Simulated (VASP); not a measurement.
# Rh (Fm-3m) in VASP: further runs, part 2 of 2

VASP 6.6.1. Earlier steps stand in the parts before.

## Step 5: Single point, r2SCAN

This run uses another cell than the first one, of 13.72 Å³/atom.

Contents of POSCAR:

```
Rh
1.0
    0.0000000000      1.8999717035      1.8999717035
    1.8999717035      0.0000000000      1.8999717035
    1.8999717035      1.8999717035      0.0000000000
Rh
1
Direct
    0.0000000000      0.0000000000      0.0000000000
```

Contents of INCAR.step1:

```
ALGO = Normal
EDIFF = 1E-4
ENCUT = 520
GGA = PE
ISMEAR = 0
LASPH = T
LCHARG = F
LREAL = F
LWAVE = T
NBANDS = 14
NELM = 80
PREC = Accurate
SIGMA = 0.1
```

Contents of INCAR.step2:

```
ALGO = Normal
EDIFF = 1E-6
ENCUT = 520
ISIF = 2
ISMEAR = 0
ISTART = 1
LASPH = T
LCHARG = T
LELF = T
LMIXTAU = T
LREAL = F
LVHAR = T
LWAVE = F
METAGGA = R2SCAN
NBANDS = 14
NELM = 80
PREC = Accurate
SIGMA = 0.1
```

Contents of KPOINTS:

```
k-points
0
Gamma
  18 18 18
```

Potentials or basis: VASP PAW PBE potentials, release 64 (Rh_pv).

On the command line:

```console
cat potpaw_PBE.64/Rh_pv/POTCAR > POTCAR
cp INCAR.step1 INCAR
mpirun -np 1 vasp_std > vasp.out
cp INCAR.step2 INCAR
mpirun -np 1 vasp_std > vasp.out
```

OUTCAR:

```text
EDIFF = 1E-6
   ENCUT = 520
   ISIF = 2
   ISMEAR = 0
   ISTART = 1
   LASPH = T
   LREAL = F
   METAGGA = R2SCAN
   NELM = 80
   PREC = Accurate

 ion  position               nearest neighbor table
   1  0.000  0.000  0.000-

  LATTYP: Found a face centered cubic cell.
 ALAT       =     3.7999434070

  Lattice vectors:

 A1 = (   0.0000000000,   1.8999717035,   1.8999717035)
 A2 = (   1.8999717035,   0.0000000000,   1.8999717035)
 A3 = (   1.8999717035,   1.8999717035,   0.0000000000)

Analysis of symmetry for initial positions (statically):
=====================================================================
 Subroutine PRICEL returns:
 Original cell was already a primitive cell.

 Routine SETGRP: Setting up the symmetry group for a
 face centered cubic supercell.

 Subroutine GETGRP returns: Found 48 space group operations
 (whereof 48 operations were pure point group operations)
 out of a pool of 48 trial point group operations.

The static configuration has the point symmetry O_h .

Analysis of symmetry for dynamics (positions and initial velocities):
=====================================================================
 Subroutine PRICEL returns:
 Original cell was already a primitive cell.

 Routine SETGRP: Setting up the symmetry group for a
 face centered cubic supercell.

 Subroutine GETGRP returns: Found 48 space group operations
 (whereof 48 operations were pure point group operations)
 out of a pool of 48 trial point group operations.

The dynamic configuration has the point symmetry O_h .

 Subroutine INISYM returns: Found 48 space group operations
 (whereof 48 operations are pure point group operations),
 and found     1 'primitive' translations

----------------------------------------------------------------------------------------

                                     Primitive cell

  volume of cell :      13.7174

  direct lattice vectors                    reciprocal lattice vectors
     0.000000000  1.899971704  1.899971704    -0.263161814  0.263161814  0.263161814
     1.899971704  0.000000000  1.899971704     0.263161814 -0.263161814  0.263161814
     1.899971704  1.899971704  0.000000000     0.263161814  0.263161814 -0.263161814

  length of vectors
     2.686965751  2.686965751  2.686965751     0.455809632  0.455809632  0.455809632

  position of ions in fractional coordinates (direct lattice)
     0.000000000  0.000000000  0.000000000

  ion indices of the primitive-cell ions
   primitive index   ion index
                 1           1

----------------------------------------------------------------------------------------

 KPOINTS: k-points

Automatic generation of k-mesh.
 Grid dimensions read from file:
 generate k-points for:   18   18   18

 Generating k-lattice:

  Cartesian coordinates                     Fractional coordinates (reciprocal lattice)
    -0.014620101  0.014620101  0.014620101     0.055555556  0.000000000  0.000000000
     0.014620101 -0.014620101  0.014620101     0.000000000  0.055555556  0.000000000
     0.014620101  0.014620101 -0.014620101     0.000000000  0.000000000  0.055555556

  Length of vectors
     0.025322757  0.025322757  0.025322757

  Shift w.r.t. Gamma in fractional coordinates (k-lattice)
     0.000000000  0.000000000  0.000000000

 Subroutine IBZKPT returns following result:
 ===========================================

 Found    195 irreducible k-points:

 Following reciprocal coordinates:
            Coordinates               Weight
  0.000000  0.000000  0.000000      1.000000
  0.055556  0.000000  0.000000      8.000000
  0.111111  0.000000  0.000000      8.000000
  0.166667  0.000000  0.000000      8.000000
  0.222222  0.000000  0.000000      8.000000
  0.277778  0.000000  0.000000      8.000000
[... 16 lines left out ...]
 -0.277778  0.055556  0.000000     24.000000
 -0.222222  0.055556  0.000000     24.000000
 [... further k-points ...]
   k-points           NKPTS =    195   k-points in BZ     NKDIM =    195   number of bands    NBANDS=     14
   number of dos      NEDOS =    301   number of ions     NIONS =      1
   total plane-waves  NPLWV =   8000
   dimension x,y,z NGX =    20 NGY =   20 NGZ =   20
   dimension x,y,z NGXF=    40 NGYF=   40 NGZF=   40
   ions per type =               1
   NGX,Y,Z   is equivalent  to a cutoff of  12.37, 12.37, 12.37 a.u.
   NGXF,Y,Z  is equivalent  to a cutoff of  24.75, 24.75, 24.75 a.u.
 SYSTEM =  unknown system
   PREC   = accura    normal or accurate (medium, high low for compatibility)
   ISTART =      1    job   : 0-new  1-cont  2-samecut
   ICHARG =      0    charge: 1-file 2-atom 10-const
   ISPIN  =      1    spin polarized calculation?
   LNONCOLLINEAR =      F non collinear calculations
   LSORBIT =      F    spin-orbit coupling
   LASPH  =      T    aspherical Exc in radial PAW
   ENCUT  =  520.0 eV  38.22 Ry    6.18 a.u.   5.00  5.00  5.00*2*pi/ulx,y,z
   NELM   =     80;   NELMIN=  2; NELMDL=  0     # of ELM steps
   EDIFF  = 0.1E-05   stopping-criterion for ELM
   LREAL  =      F    real-space projection
   EDIFFG = 0.1E-04   stopping-criterion for IOM
   NSW    =      0    number of steps for IOM
   IBRION =     -1    ionic relax: 0-MD 1-quasi-New 2-CG
   NFREE  =      0    steps in history (QN), initial steepest desc. (CG)
   ISIF   =      2    stress and relaxation
   ISYM   =      2    0-nonsym 1-usesym 2-fastsym
   POTIM  = 0.5000    time-step for ionic-motion
   TEBEG  =    0.0;   TEEND  =   0.0 temperature during run
   PSTRESS=    0.0 pullay stress
   NELECT =      15.0000    total number of electrons
   NUPDOWN=      -1.0000    fix difference up-down
   EMIN   =  10.00;   EMAX   =-10.00  energy-range for DOS
   EFERMI =   0.00;   METHOD = LEGACY
   ISMEAR =     0;   SIGMA  =   0.10  broadening in eV -4-tet -1-fermi 0-gaus
   EFERMI_NEDOS =   21; number of points for ismear=-14 and -15
   IALGO  =     38    algorithm
   IMIX   =      4    mixing-type and parameters
     AMIX     =   0.40;   BMIX     =  1.00
     AMIX_MAG =   1.60;   BMIX_MAG =  1.00
  volume/ion in A,a.u.               =      13.72        92.57
  Fermi-wavevector in a.u.,A,eV,Ry     =   1.686610  3.187232 38.703878  2.844655
  Thomas-Fermi vector in A             =   2.769244
   LORBIT       =      0    0 simple, 1 ext, 2 COOP (PROOUT), +10 PAW based schemes
   METAGGA = R2SCAN    functional components
   LHFCALC =     F    Hartree Fock is set to
   AEXX    =    0.0000 exact exchange contribution
   IVDW    =     0    specifies the selected vdW correction
   LEPSILON=     F    determine dielectric tensor
   LRPA    =     F    only Hartree local field effects (RPA)
 non-spin polarized calculation
 Gauss-broadening in eV      SIGMA  =   0.10
  energy-cutoff  :      520.00
  volume of cell :       13.72
 maximum number of plane-waves:       380
   NGX =  9   NGY =  9   NGZ =  9

 number of electron      15.0000007 magnetization

 Free energy of the ion-electron system (eV)
  ---------------------------------------------------
  ext. energy  EPLUGINS =         0.00000000
  ---------------------------------------------------
  free energy    TOTEN  =       -24.13982201 eV

  energy without entropy =      -24.13304473  energy(sigma->0) =      -24.13643337

 E-fermi :  11.7804     XC(G=0): -15.2244

 val. band max:       11.7796946264   @ k =   0.5000   0.2222   0.1111
 cond. band min:      11.7942798689   @ k =   0.5000   0.3889   0.0000
 fundamental gap:      0.0145852425
 Fermi energy:        11.7804250704

 k-point     1 :       0.0000    0.0000    0.0000
  band No.  band energies     occupation
      1     -36.0218      2.00000
      2     -36.0218      2.00000
      3     -36.0218      2.00000
      4       3.5766      2.00000
      5       8.5891      2.00000
      6       8.5891      2.00000
      7       8.5891      2.00000
      8      10.6968      2.00000
      9      10.6968      2.00000
     10      28.4895      0.00000
     11      29.1460      0.00000
     12      34.2549      0.00000
     13      34.2549      0.00000
     14      34.2549      0.00000
[... 375 lines left out ...]
 k-point    24 :      -0.2222    0.0556    0.0000
  band No.  band energies     occupation
      1     -36.4051      2.00000
      2     -36.0998      2.00000
      3     -36.0653      2.00000
      4       5.4696      2.00000
      5       8.2522      2.00000
      6       8.9827      2.00000
      7       9.0352      2.00000
      8      10.5191      2.00000
      9      11.2319      2.00000
     10      28.0234      0.00000
     11      29.1461      0.00000
     12      30.2721      0.00000
     13      35.7528      0.00000
     14      37.7017      0.00000

 [... further k-points ...]

------------------------ aborting loop because EDIFF is reached ----------------------------------------

  FORCE on cell =-STRESS in cart. coord.  units (eV):
  Direction    XX          YY          ZZ          XY          YZ          ZX
  --------------------------------------------------------------------------------------
  -------------------------------------------------------------------------------------
  Total        0.1018410      0.1018410      0.1018410      0.0000000      0.0000000     -0.0000000
  in kB       11.8949325     11.8949325     11.8949325      0.0000000      0.0000000     -0.0000000
  external PRESSURE =      11.8949325 kB  Pullay stress =       0.0000000 kB

 VOLUME and BASIS-vectors are now :
 -----------------------------------------------------------------------------
  energy-cutoff  :      520.00
  volume of cell :       13.72
      direct lattice vectors                 reciprocal lattice vectors
     0.000000000  1.899971704  1.899971704    -0.263161814  0.263161814  0.263161814
     1.899971704  0.000000000  1.899971704     0.263161814 -0.263161814  0.263161814
     1.899971704  1.899971704  0.000000000     0.263161814  0.263161814 -0.263161814

 POSITION                                       TOTAL-FORCE (eV/Angst)
 -----------------------------------------------------------------------------------
      0.00000      0.00000      0.00000         0.000000      0.000000      0.000000
 -----------------------------------------------------------------------------------
    total drift:                                0.000000      0.000000      0.000000

  FREE ENERGIE OF THE ION-ELECTRON SYSTEM (eV)
  ---------------------------------------------------
  free  energy   TOTEN  =       -24.1398220124 eV

  energy  without entropy=      -24.1330447308  energy(sigma->0) =      -24.13643337
```

OUTCAR.step1:

```text
EDIFF = 1E-4
   ENCUT = 520
   GGA = PE
   ISMEAR = 0
   LASPH = T
[... 623 lines left out ...]

 POSITION                                       TOTAL-FORCE (eV/Angst)
 -----------------------------------------------------------------------------------
      0.00000      0.00000      0.00000        -0.000000      0.000000      0.000000
 -----------------------------------------------------------------------------------
    total drift:                                0.000000      0.000000      0.000000

  FREE ENERGIE OF THE ION-ELECTRON SYSTEM (eV)
  ---------------------------------------------------
  free  energy   TOTEN  =        -7.2549640318 eV

  energy  without entropy=       -7.2480947140  energy(sigma->0) =       -7.25152937
```

OSZICAR.step1:

```text
N       E                     dE             d eps       ncg     rms          rms(c)
DAV:   1     0.119348001847E+03    0.11935E+03   -0.88183E+03  5468   0.115E+03
DAV:   2    -0.619128717653E+01   -0.12554E+03   -0.12015E+03  6006   0.339E+02
DAV:   3    -0.774995487896E+01   -0.15587E+01   -0.15559E+01  6642   0.415E+01
DAV:   4    -0.775566795116E+01   -0.57131E-02   -0.57128E-02  6144   0.259E+00
DAV:   5    -0.775571741634E+01   -0.49465E-04   -0.49465E-04  6534   0.213E-01    0.102E+01
DAV:   6    -0.727533539819E+01    0.48038E+00   -0.79142E-01  5772   0.124E+01    0.357E+00
DAV:   7    -0.725849033220E+01    0.16845E-01   -0.17869E-02  6300   0.165E+00    0.167E+00
DAV:   8    -0.725510732806E+01    0.33830E-02   -0.33654E-03  5808   0.780E-01    0.210E-01
DAV:   9    -0.725496250998E+01    0.14482E-03   -0.91080E-05  3678   0.134E-01    0.111E-02
DAV:  10    -0.725496403184E+01   -0.15219E-05   -0.58453E-06  2796   0.300E-02
   1 F= -.72549640E+01 E0= -.72515294E+01  d E =-.686932E-02
```

Run time: 3 min. Hardware: 1 thread of Intel Xeon Platinum 8259CL at 2.50GHz (Skylake/Cascade Lake), shared host; peak memory 0.15 GiB.

Results:

```
Free energy            : -24.1398 eV
Pressure               : 1.2 GPa
Band gap on the k mesh : zero (an odd number of electrons rules out a gap without spin polarisation)
```

Caveat: an empty level that is flat over the whole mesh can mark a ghost state of the potentials, or a narrow d or f band; the PAW data sets were made with another functional, which shifts forces and pressure a little.

## Step 6: Summary

```csv
task,cell,k mesh,cutoff (eV),gap on the mesh (eV),pressure (GPa)
relaxation of cell and atoms,"relaxed to 60 GPa from a = 2.554 Å, angles 60.0°, 1 atom, atomic positions A",20 × 20 × 20,600,none,60.1
single point,"a = 2.606, b = 2.606, c = 3.686 Å, 2 atoms, atomic positions B",20 × 20 × 14,550,none,34.3
single point,"a = 2.633, b = 2.633, c = 3.724 Å, 2 atoms, atomic positions B",20 × 20 × 14,550,none,21.5
single point,"a = 2.687 Å, angles 60.0°, 1 atom, atomic positions A",18 × 18 × 18,520,none,1.2
```

Alike in all rows: level r2SCAN; potentials or basis VASP PAW PBE potentials, release 64 (Rh_pv); no spin polarisation; smearing gaussian 0.1 eV.

Caveats: the PAW data sets were made with another functional, which shifts forces and pressure a little; the cell stands under pressure (at least some runs); the cell is relaxed towards a set pressure, so the run minimises the enthalpy, not the energy (at least some runs); an empty level that is flat over the whole mesh can mark a ghost state of the potentials, or a narrow d or f band (at least some runs).

Absolute energies hang on the potentials; compare differences alone.
